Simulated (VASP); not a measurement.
# SnO (Fm-3m) in VASP: settings compared

The runs below take SnO through single point, with PBE, r2SCAN.

All numbers are computed with VASP 6.6.1; they aren't measurements. Logs are shortened: lines on timing, memory, paths and dates and some standing lists are left out, and cuts for length are marked.

## 1. The cell of the first run

Symmetry: Fm-3m, No. 225, cubic system. Conventional cell: a = 5.132 Å, b = 5.132 Å, c = 5.132 Å, α = 90.00°, β = 90.00°, γ = 90.00°. Sn (site symmetry m-3m) has 6 O at 2.57 Å within 3.4 Å. Within 3.4 Å of O (site symmetry m-3m) lie 6 Sn at 2.57 Å.

## 2. Single point, PBE (strain +1.1%)

Input file INCAR:

```
SYSTEM = SnO
PREC     = Accurate       ! precision mode
ENCUT    = 520            ! plane-wave cutoff, eV
EDIFF    = 1E-6           ! SCF threshold, eV
ISMEAR   = -1             ! smearing method
SIGMA    = 0.02           ! smearing width, eV
LREAL    = .False.        ! projectors in reciprocal space
LASPH    = .True.         ! aspherical terms in the spheres
NELM     = 60             ! most SCF steps
ALGO     = Normal         ! electronic algorithm
ISIF     = 2              ! what is computed and relaxed
LWAVE    = .False.        ! write WAVECAR
LCHARG   = .False.        ! write CHGCAR
GGA      = PE             ! functional
NBANDS   = 17             ! bands
```

Input file KPOINTS:

```
regular mesh
0
Gamma
  8 8 8
  0 0 0
```

Input file POSCAR:

```
SnO
1.0
    0.0000000000      2.5661484485      2.5661484485
    2.5661484485      0.0000000000      2.5661484485
    2.5661484485      2.5661484485      0.0000000000
Sn O
1 1
Direct
    0.0000000000      0.0000000000      0.0000000000
    0.5000000000      0.5000000000      0.5000000000
```

Potentials or basis: VASP PAW PBE potentials, release 64 (Sn_d, O).

The run is started by

```
> cat potpaw_PBE.64/Sn_d/POTCAR potpaw_PBE.64/O/POTCAR > POTCAR
> mpirun -np 1 vasp_std > vasp.out
```

OUTCAR:

```text
SYSTEM = SnO
   PREC = Accurate
   ENCUT = 520
   EDIFF = 1E-6
   ISMEAR = -1
   LREAL = .False.
   LASPH = .True.
   NELM = 60
   ISIF = 2
   GGA = PE

 ion  position               nearest neighbor table
   1  0.000  0.000  0.000-   2 2.57   2 2.57   2 2.57   2 2.57   2 2.57   2 2.57
   2  0.500  0.500  0.500-   1 2.57   1 2.57   1 2.57   1 2.57   1 2.57   1 2.57

  LATTYP: Found a face centered cubic cell.
 ALAT       =     5.1322968970

  Lattice vectors:

 A1 = (   0.0000000000,   2.5661484485,   2.5661484485)
 A2 = (   2.5661484485,   0.0000000000,   2.5661484485)
 A3 = (   2.5661484485,   2.5661484485,   0.0000000000)

Analysis of symmetry for initial positions (statically):
=====================================================================
 Subroutine PRICEL returns:
 Original cell was already a primitive cell.

 Routine SETGRP: Setting up the symmetry group for a
 face centered cubic supercell.

 Subroutine GETGRP returns: Found 48 space group operations
 (whereof 48 operations were pure point group operations)
 out of a pool of 48 trial point group operations.

The static configuration has the point symmetry O_h .

Analysis of symmetry for dynamics (positions and initial velocities):
=====================================================================
 Subroutine PRICEL returns:
 Original cell was already a primitive cell.

 Routine SETGRP: Setting up the symmetry group for a
 face centered cubic supercell.

 Subroutine GETGRP returns: Found 48 space group operations
 (whereof 48 operations were pure point group operations)
 out of a pool of 48 trial point group operations.

The dynamic configuration has the point symmetry O_h .

 Subroutine INISYM returns: Found 48 space group operations
 (whereof 48 operations are pure point group operations),
 and found     1 'primitive' translations

----------------------------------------------------------------------------------------

                                     Primitive cell

  volume of cell :      33.7968

  direct lattice vectors                    reciprocal lattice vectors
     0.000000000  2.566148448  2.566148448    -0.194844535  0.194844535  0.194844535
     2.566148448  0.000000000  2.566148448     0.194844535 -0.194844535  0.194844535
     2.566148448  2.566148448  0.000000000     0.194844535  0.194844535 -0.194844535

  length of vectors
     3.629081939  3.629081939  3.629081939     0.337480633  0.337480633  0.337480633

  position of ions in fractional coordinates (direct lattice)
     0.000000000  0.000000000  0.000000000
     0.500000000  0.500000000  0.500000000

  ion indices of the primitive-cell ions
   primitive index   ion index
                 1           1
                 2           2

----------------------------------------------------------------------------------------

 KPOINTS: regular mesh

Automatic generation of k-mesh.
 Grid dimensions read from file:
 generate k-points for:    8    8    8

 Generating k-lattice:

  Cartesian coordinates                     Fractional coordinates (reciprocal lattice)
    -0.024355567  0.024355567  0.024355567     0.125000000  0.000000000  0.000000000
     0.024355567 -0.024355567  0.024355567     0.000000000  0.125000000  0.000000000
     0.024355567  0.024355567 -0.024355567     0.000000000  0.000000000  0.125000000

  Length of vectors
     0.042185079  0.042185079  0.042185079

  Shift w.r.t. Gamma in fractional coordinates (k-lattice)
     0.000000000  0.000000000  0.000000000

 Subroutine IBZKPT returns following result:
 ===========================================

 Found     29 irreducible k-points:

 Following reciprocal coordinates:
            Coordinates               Weight
  0.000000  0.000000  0.000000      1.000000
  0.125000  0.000000  0.000000      8.000000
  0.250000  0.000000  0.000000      8.000000
  0.375000  0.000000  0.000000      8.000000
  0.500000  0.000000  0.000000      4.000000
  0.125000  0.125000  0.000000      6.000000
[... 16 lines left out ...]
  0.500000  0.250000  0.125000     48.000000
 -0.375000  0.250000  0.125000     24.000000
 [... further k-points ...]
   k-points           NKPTS =     29   k-points in BZ     NKDIM =     29   number of bands    NBANDS=     17
   number of dos      NEDOS =    301   number of ions     NIONS =      2
   total plane-waves  NPLWV =  21952
   dimension x,y,z NGX =    28 NGY =   28 NGZ =   28
   dimension x,y,z NGXF=    56 NGYF=   56 NGZF=   56
   ions per type =               1   1
   NGX,Y,Z   is equivalent  to a cutoff of  12.83, 12.83, 12.83 a.u.
   NGXF,Y,Z  is equivalent  to a cutoff of  25.65, 25.65, 25.65 a.u.
 SYSTEM =  SnO
   PREC   = accura    normal or accurate (medium, high low for compatibility)
   ISTART =      0    job   : 0-new  1-cont  2-samecut
   ICHARG =      2    charge: 1-file 2-atom 10-const
   ISPIN  =      1    spin polarized calculation?
   LNONCOLLINEAR =      F non collinear calculations
   LSORBIT =      F    spin-orbit coupling
   LASPH  =      T    aspherical Exc in radial PAW
   ENCUT  =  520.0 eV  38.22 Ry    6.18 a.u.   6.75  6.75  6.75*2*pi/ulx,y,z
   NELM   =     60;   NELMIN=  2; NELMDL= -5     # of ELM steps
   EDIFF  = 0.1E-05   stopping-criterion for ELM
   LREAL  =      F    real-space projection
[... 7 lines left out ...]
   TEBEG  =    0.0;   TEEND  =   0.0 temperature during run
   PSTRESS=    0.0 pullay stress
   NELECT =      20.0000    total number of electrons
   NUPDOWN=      -1.0000    fix difference up-down
   EMIN   =  10.00;   EMAX   =-10.00  energy-range for DOS
   EFERMI =   0.00;   METHOD = LEGACY
   ISMEAR =    -1;   SIGMA  =   0.02  broadening in eV -4-tet -1-fermi 0-gaus
   EFERMI_NEDOS =   21; number of points for ismear=-14 and -15
   IALGO  =     38    algorithm
   IMIX   =      4    mixing-type and parameters
     AMIX     =   0.40;   BMIX     =  1.00
     AMIX_MAG =   1.60;   BMIX_MAG =  1.00
  volume/ion in A,a.u.               =      16.90       114.04
  Fermi-wavevector in a.u.,A,eV,Ry     =   1.374442  2.597319 25.702637  1.889091
  Thomas-Fermi vector in A             =   2.499868
   LORBIT       =      0    0 simple, 1 ext, 2 COOP (PROOUT), +10 PAW based schemes
   GGA     = PE    functional components
[... 5 lines left out ...]
 non-spin polarized calculation
  energy-cutoff  :      520.00
  volume of cell :       33.80
 maximum number of plane-waves:       941
   NGX = 13   NGY = 13   NGZ = 13

 number of electron      19.9999992 magnetization

 Free energy of the ion-electron system (eV)
  ---------------------------------------------------
  ext. energy  EPLUGINS =         0.00000000
  ---------------------------------------------------
  free energy    TOTEN  =       -10.47962792 eV

  energy without entropy =      -10.47962792  energy(sigma->0) =      -10.47962792

 E-fermi :   7.5128     XC(G=0): -10.6662

 val. band max:        7.0687570593   @ k =  -0.2500   0.2500   0.0000
 cond. band min:       7.9583615054   @ k =   0.5000   0.1250   0.0000
 fundamental gap:      0.8896044461
 Fermi energy:         7.5128001982

 k-point     1 :       0.0000    0.0000    0.0000
  band No.  band energies     occupation
      1     -14.1282      2.00000
      2     -14.1282      2.00000
      3     -14.1282      2.00000
      4     -14.0647      2.00000
      5     -14.0647      2.00000
      6     -11.0320      2.00000
[... 9 lines left out ...]
     16      17.3993      0.00000
     17      17.7568      0.00000

 k-point     2 :       0.1250    0.0000    0.0000
  band No.  band energies     occupation
      1     -14.1273      2.00000
      2     -14.1222      2.00000
      3     -14.1222      2.00000
      4     -14.0663      2.00000
      5     -14.0663      2.00000
      6     -10.9533      2.00000
[... 9 lines left out ...]
     16      17.9792      0.00000
     17      20.3742      0.00000

 k-point     3 :       0.2500    0.0000    0.0000
  band No.  band energies     occupation
      1     -14.1257      2.00000
      2     -14.1149      2.00000
      3     -14.1149      2.00000
      4     -14.0632      2.00000
      5     -14.0632      2.00000
      6     -10.7552      2.00000
[... 9 lines left out ...]
     16      19.1077      0.00000
     17      22.4813      0.00000

 k-point     4 :       0.3750    0.0000    0.0000
  band No.  band energies     occupation
      1     -14.1247      2.00000
      2     -14.1178      2.00000
      3     -14.1178      2.00000
      4     -14.0497      2.00000
      5     -14.0497      2.00000
      6     -10.5435      2.00000
[... 9 lines left out ...]
     16      20.4249      0.00000
     17      22.1862      0.00000

 k-point     5 :       0.5000    0.0000    0.0000
  band No.  band energies     occupation
      1     -14.1244      2.00000
      2     -14.1209      2.00000
      3     -14.1209      2.00000
      4     -14.0422      2.00000
      5     -14.0422      2.00000
      6     -10.4514      2.00000
[... 9 lines left out ...]
     16      21.2180      0.00000
     17      21.6560      0.00000

 k-point     6 :       0.1250    0.1250    0.0000
  band No.  band energies     occupation
      1     -14.1339      2.00000
      2     -14.1159      2.00000
      3     -14.1159      2.00000
      4     -14.0794      2.00000
      5     -14.0594      2.00000
      6     -10.9220      2.00000
[... 9 lines left out ...]
     16      19.1225      0.00000
     17      20.4574      0.00000
[... 281 lines left out ...]
 k-point    21 :       0.5000    0.5000    0.0000
  band No.  band energies     occupation
      1     -14.2751      2.00000
      2     -14.1676      2.00000
      3     -14.0411      2.00000
      4     -14.0411      2.00000
      5     -14.0287      2.00000
      6     -10.0330      2.00000
[... 9 lines left out ...]
     16      25.7856      0.00000
     17      26.7306      0.00000

 k-point    22 :       0.3750    0.2500    0.1250
  band No.  band energies     occupation
      1     -14.1347      2.00000
      2     -14.1289      2.00000
      3     -14.0935      2.00000
      4     -14.0868      2.00000
      5     -14.0494      2.00000
      6     -10.5572      2.00000
[... 9 lines left out ...]
     16      20.9069      0.00000
     17      22.8040      0.00000

 k-point    23 :       0.5000    0.2500    0.1250
  band No.  band energies     occupation
      1     -14.1519      2.00000
      2     -14.1227      2.00000
      3     -14.0928      2.00000
      4     -14.0761      2.00000
      5     -14.0482      2.00000
      6     -10.3553      2.00000
[... 9 lines left out ...]
     16      21.7364      0.00000
     17      23.5419      0.00000

 k-point    24 :      -0.3750    0.2500    0.1250
  band No.  band energies     occupation
      1     -14.1606      2.00000
      2     -14.1155      2.00000
      3     -14.0848      2.00000
      4     -14.0843      2.00000
      5     -14.0457      2.00000
      6     -10.2692      2.00000
[... 9 lines left out ...]
     16      22.2433      0.00000
     17      24.2285      0.00000

 [... further k-points ...]
[... 5 lines left out ...]
  --------------------------------------------------------------------------------------
  -------------------------------------------------------------------------------------
  Total       -0.1995830     -0.1995830     -0.1995830      0.0000000     -0.0000000      0.0000000
  in kB       -9.4614727     -9.4614727     -9.4614727      0.0000000     -0.0000000      0.0000000
  external PRESSURE =      -9.4614727 kB  Pullay stress =       0.0000000 kB

 VOLUME and BASIS-vectors are now :
 -----------------------------------------------------------------------------
  energy-cutoff  :      520.00
  volume of cell :       33.80
      direct lattice vectors                 reciprocal lattice vectors
     0.000000000  2.566148448  2.566148448    -0.194844535  0.194844535  0.194844535
     2.566148448  0.000000000  2.566148448     0.194844535 -0.194844535  0.194844535
     2.566148448  2.566148448  0.000000000     0.194844535  0.194844535 -0.194844535

 POSITION                                       TOTAL-FORCE (eV/Angst)
 -----------------------------------------------------------------------------------
      0.00000      0.00000      0.00000         0.000000     -0.000000      0.000000
      2.56615      2.56615      2.56615        -0.000000      0.000000     -0.000000
 -----------------------------------------------------------------------------------
    total drift:                                0.000000      0.000000      0.000000

  FREE ENERGIE OF THE ION-ELECTRON SYSTEM (eV)
  ---------------------------------------------------
  free  energy   TOTEN  =       -10.4796279219 eV

  energy  without entropy=      -10.4796279219  energy(sigma->0) =      -10.47962792
```

Wall time 7.6 s (1 thread of Intel Xeon 6975P-C (Granite Rapids), shared host); peak memory 0.16 GiB.

What came out:

- Free energy: -10.4796 eV
- Pressure: -0.9 GPa
- Band gap on the k mesh: 0.89 eV, indirect (least direct gap 0.93 eV)

Caveat: the cell differs from its parent crystal (strain +1.1%); spin-orbit coupling is left out, which moves the levels of the heavy elements. A k mesh can miss the band edges.

[end of part 1 of 2]
